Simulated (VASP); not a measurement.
# NbSb (WC type) (P-6m2) in VASP: further runs, part 4 of 4

VASP 6.6.1. Earlier steps stand in the parts before.

## (6) Electric field gradients, PBE (volume scaled by 1.06)

File INCAR:

```
SYSTEM = NbSb
PREC = Accurate ; ENCUT = 520
EDIFF = 1E-8 ; ISMEAR = -1
SIGMA = 0.05 ; LREAL = .False.
LASPH = .True. ; NELM = 80
ALGO = Normal ; ISIF = 2
LWAVE = .False. ; LCHARG = .False.
GGA = PE ; LEFG = .True.
NBANDS = 16
```

File KPOINTS:

```
Automatic mesh
0
Gamma
  11 11 10
  0 0 0
```

File POSCAR:

```
NbSb
1.0
    3.6660429034      0.0000000000      0.0000000000
   -1.8330214517      3.1748862857      0.0000000000
    0.0000000000      0.0000000000      3.8879646177
Nb Sb
1 1
Direct
    0.0000000000      0.0000000000      0.0000000000
    0.3333333333      0.6666666667      0.5000000000
```

Potentials or basis: VASP PAW PBE potentials, release 64 (Nb_sv, Sb).

Command:

```sh
cat potpaw_PBE.64/Nb_sv/POTCAR potpaw_PBE.64/Sb/POTCAR > POTCAR
mpirun -np 1 vasp_std > vasp.out
```

OUTCAR:

```text
SYSTEM = NbSb
   PREC = Accurate
   ENCUT = 520
   EDIFF = 1E-8
   ISMEAR = -1
   LREAL = .False.
   LASPH = .True.
   NELM = 80
   ISIF = 2
   GGA = PE

 ion  position               nearest neighbor table
   1  0.000  0.000  0.000-   2 2.87   2 2.87   2 2.87   2 2.87   2 2.87   2 2.87
   2  0.333  0.667  0.500-   1 2.87   1 2.87   1 2.87   1 2.87   1 2.87   1 2.87

  LATTYP: Found a hexagonal cell.
 ALAT       =     3.6660429034
 C/A-ratio  =     1.0605344018

  Lattice vectors:

 A1 = (   3.6660429034,   0.0000000000,   0.0000000000)
 A2 = (  -1.8330214517,   3.1748862857,   0.0000000000)
 A3 = (   0.0000000000,   0.0000000000,   3.8879646177)

Analysis of symmetry for initial positions (statically):
=====================================================================
 Subroutine PRICEL returns:
 Original cell was already a primitive cell.

 Routine SETGRP: Setting up the symmetry group for a
 hexagonal supercell.

 Subroutine GETGRP returns: Found 12 space group operations
 (whereof 12 operations were pure point group operations)
 out of a pool of 24 trial point group operations.

The static configuration has the point symmetry D_3h.

Analysis of symmetry for dynamics (positions and initial velocities):
=====================================================================
 Subroutine PRICEL returns:
 Original cell was already a primitive cell.

 Routine SETGRP: Setting up the symmetry group for a
 hexagonal supercell.

 Subroutine GETGRP returns: Found 12 space group operations
 (whereof 12 operations were pure point group operations)
 out of a pool of 24 trial point group operations.

The dynamic configuration has the point symmetry D_3h.

 Subroutine INISYM returns: Found 12 space group operations
 (whereof 12 operations are pure point group operations),
 and found     1 'primitive' translations

----------------------------------------------------------------------------------------

                                     Primitive cell

  volume of cell :      45.2531

  direct lattice vectors                    reciprocal lattice vectors
     3.666042903  0.000000000  0.000000000     0.272773676  0.157485955  0.000000000
    -1.833021452  3.174886286  0.000000000     0.000000000  0.314971911  0.000000000
     0.000000000  0.000000000  3.887964618     0.000000000  0.000000000  0.257203987

  length of vectors
     3.666042903  3.666042903  3.887964618     0.314971911  0.314971911  0.257203987

  position of ions in fractional coordinates (direct lattice)
     0.000000000  0.000000000  0.000000000
     0.333333333  0.666666667  0.500000000

  ion indices of the primitive-cell ions
   primitive index   ion index
                 1           1
                 2           2

----------------------------------------------------------------------------------------

 KPOINTS: Automatic mesh

Automatic generation of k-mesh.
 Grid dimensions read from file:
 generate k-points for:   11   11   10

[... 65 lines left out ...]
   EDIFFG = 0.1E-06   stopping-criterion for IOM
   NSW    =      0    number of steps for IOM
   IBRION =     -1    ionic relax: 0-MD 1-quasi-New 2-CG
   NFREE  =      0    steps in history (QN), initial steepest desc. (CG)
   ISIF   =      2    stress and relaxation
   ISYM   =      2    0-nonsym 1-usesym 2-fastsym
   POTIM  = 0.5000    time-step for ionic-motion
   TEBEG  =    0.0;   TEEND  =   0.0 temperature during run
   PSTRESS=    0.0 pullay stress
   NELECT =      18.0000    total number of electrons
   NUPDOWN=      -1.0000    fix difference up-down
   EMIN   =  10.00;   EMAX   =-10.00  energy-range for DOS
   EFERMI =   0.00;   METHOD = LEGACY
   ISMEAR =    -1;   SIGMA  =   0.05  broadening in eV -4-tet -1-fermi 0-gaus
   EFERMI_NEDOS =   21; number of points for ismear=-14 and -15
   IALGO  =     38    algorithm
   IMIX   =      4    mixing-type and parameters
     AMIX     =   0.40;   BMIX     =  1.00
     AMIX_MAG =   1.60;   BMIX_MAG =  1.00
  volume/ion in A,a.u.               =      22.63       152.69
  Fermi-wavevector in a.u.,A,eV,Ry     =   1.203972  2.275177 19.722300  1.449548
  Thomas-Fermi vector in A             =   2.339710
   LORBIT       =      0    0 simple, 1 ext, 2 COOP (PROOUT), +10 PAW based schemes
   GGA     = PE    functional components
   LHFCALC =     F    Hartree Fock is set to
   AEXX    =    0.0000 exact exchange contribution
   IVDW    =     0    specifies the selected vdW correction
   LEPSILON=     F    determine dielectric tensor
   LRPA    =     F    only Hartree local field effects (RPA)
 non-spin polarized calculation
  energy-cutoff  :      520.00
  volume of cell :       45.25
 maximum number of plane-waves:      1238
 NGX is ok and might be reduce to    28
   NGX = 13   NGY = 13   NGZ = 15

 number of electron      17.9999999 magnetization

 Free energy of the ion-electron system (eV)
  ---------------------------------------------------
  ext. energy  EPLUGINS =         0.00000000
  ---------------------------------------------------
  free energy    TOTEN  =       -14.63490911 eV

  energy without entropy =      -14.62996407  energy(sigma->0) =      -14.63243659

 E-fermi :   9.4771     XC(G=0): -11.1043

 val. band max:        9.4382381332   @ k =   0.0909  -0.0000   0.4000
 cond. band min:       9.4919224896   @ k =   0.4545  -0.0000   0.0000
 fundamental gap:      0.0536843564
 Fermi energy:         9.4770699930

 k-point     1 :       0.0000    0.0000    0.0000
  band No.  band energies     occupation
      1     -45.7612      2.00000
      2     -21.8808      2.00000
      3     -21.7237      2.00000
      4     -21.7237      2.00000
      5      -1.9319      2.00000
      6       7.3726      2.00000
[... 433 lines left out ...]
      3     -21.7820      2.00000
      4     -21.7402      2.00000
      5      -1.0597      2.00000
      6       6.4595      2.00000
[... 8 lines left out ...]
     15      17.4544      0.00000
     16      18.9114      0.00000

 [... further k-points ...]
[... 5 lines left out ...]
  --------------------------------------------------------------------------------------
  -------------------------------------------------------------------------------------
  Total       -1.7155816     -1.7155816     -2.3378343      0.0000000      0.0000000      0.0000000
  in kB      -60.7398821    -60.7398821    -82.7706363      0.0000000      0.0000000      0.0000000
  external PRESSURE =     -68.0834668 kB  Pullay stress =       0.0000000 kB

 VOLUME and BASIS-vectors are now :
 -----------------------------------------------------------------------------
  energy-cutoff  :      520.00
  volume of cell :       45.25
      direct lattice vectors                 reciprocal lattice vectors
     3.666042903  0.000000000  0.000000000     0.272773676  0.157485955  0.000000000
    -1.833021452  3.174886286  0.000000000     0.000000000  0.314971911  0.000000000
     0.000000000  0.000000000  3.887964618     0.000000000  0.000000000  0.257203987

 POSITION                                       TOTAL-FORCE (eV/Angst)
 -----------------------------------------------------------------------------------
      0.00000      0.00000      0.00000         0.000000      0.000000      0.000000
     -0.00000      2.11659      1.94398        -0.000000      0.000000      0.000000
 -----------------------------------------------------------------------------------
    total drift:                               -0.000000      0.000000      0.000000

  FREE ENERGIE OF THE ION-ELECTRON SYSTEM (eV)
  ---------------------------------------------------
  free  energy   TOTEN  =       -14.6349091090 eV

  energy  without entropy=      -14.6299640685  energy(sigma->0) =      -14.63243659

 Electric field gradients (V/A^2)
---------------------------------------------------------------------
 ion       V_xx      V_yy      V_zz      V_xy      V_xz      V_yz
---------------------------------------------------------------------
   1      -3.618    -3.619     7.238    -0.000    -0.000    -0.000
   2      32.097    32.097   -64.194    -0.000     0.000    -0.000
---------------------------------------------------------------------

 Electric field gradients after diagonalization (V/A^2)
 (convention: |V_zz| > |V_xx| > |V_yy|)
----------------------------------------------------------------------
 ion       V_xx      V_yy      V_zz     asymmetry (V_yy - V_xx)/ V_zz
----------------------------------------------------------------------
   1      -3.619    -3.618     7.238       0.000
   2      32.097    32.097   -64.194       0.000
----------------------------------------------------------------------

           NMR quadrupolar parameters

 Cq : quadrupolar parameter    Cq=e*Q*V_zz/h
 eta: asymmetry parameters     (V_yy - V_xx)/ V_zz
 Q  : nuclear electric quadrupole moment in mb (millibarn)
----------------------------------------------------------------------
 ion       Cq(MHz)       eta       Q (mb)
----------------------------------------------------------------------
   1       0.018       0.000       1.000
   2      -0.155       0.000       1.000
----------------------------------------------------------------------
```

Wall time 71 s (1 thread of Intel Xeon Platinum 8375C at 2.90GHz (Ice Lake), shared host); peak memory 0.21 GiB.

Results:

```
Free energy            : -14.6349 eV
Pressure               : -6.8 GPa
Band gap on the k mesh : zero (band 9 reaches 9.54 eV, above the bottom of band 10 at 9.31 eV)
```

Electric field gradients, principal values (V/Å²):
```tsv
atom	least	middle	greatest (by size)
1 Nb	-3.618	-3.619	7.238
2 Sb	32.097	32.097	-64.194
```

Caveat: without QUAD_EFG the Cq values of the log hold for a quadrupole moment of 1 mb, not for the nuclei; spin-orbit coupling is left out, which moves the levels of the heavy elements.

## (7) Summary

```csv
cell,gap on the mesh (eV),pressure (GPa)
"a = 3.559, b = 3.559, c = 3.775 Å, angles 90.0, 90.0, 120.0°, 2 atoms",none,3.9
"a = 3.596, b = 3.596, c = 3.813 Å, angles 90.0, 90.0, 120.0°, 2 atoms",none,-0.3
"a = 3.631, b = 3.631, c = 3.851 Å, angles 90.0, 90.0, 120.0°, 2 atoms",none,-3.8
"a = 3.666, b = 3.666, c = 3.888 Å, angles 90.0, 90.0, 120.0°, 2 atoms",none,-6.8
```

Alike in all rows: task electric field gradients; level PBE; potentials or basis VASP PAW PBE potentials, release 64 (Nb_sv, Sb); no spin polarisation; k mesh 11 × 11 × 10; cutoff (eV) 520; smearing fermi-dirac 0.05 eV.

Caveats: spin-orbit coupling is left out, which moves the levels of the heavy elements.

Absolute energies hang on the potentials; compare differences alone.
